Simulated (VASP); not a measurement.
**Nb: single point with RPBE**

Nb:

```
CELL_PARAMETERS angstrom
0.00000 2.11922 2.11922
2.11922 0.00000 2.11922
2.11922 2.11922 0.00000
ATOMIC_POSITIONS crystal
Nb 0.00000 0.00000 0.00000
```

- Program: VASP 6.6.1
- Task: single point
- Functional: RPBE
- Potentials or basis: VASP PAW PBE potentials, release 64 (Nb_sv)
- Cutoff: 520 eV
- k mesh: 11 × 11 × 11
- Occupations: fermi-dirac, width 0.05 eV
- Spin: no spin polarisation
- Dipole correction: no
- Further INCAR settings: ALGO = Normal; EDIFF = 1e-06; NBANDS = 12

```yaml
Pressure: -0.3 GPa
```

Levels at points of the mesh, in eV from the Fermi level:
| k point | band 3 | band 4 | band 5 | band 6 | band 7 | band 8 | band 9 | band 10 |
| --- | --- | --- | --- | --- | --- | --- | --- | --- |
| (0.00, 0.00, 0.00) | -30.27 | -30.27 | -6.21 | 0.09 | 0.09 | 0.09 | 2.64 | 2.64 |

Wall time 14 s on 1 thread of Intel(R) Xeon(R) Platinum 8259CL CPU @ 2.50GHz (Skylake/Cascade Lake), with other jobs on the host, peak memory 0.14 GiB.

Caveat: the PAW data sets were made with another functional, which shifts forces and pressure a little.
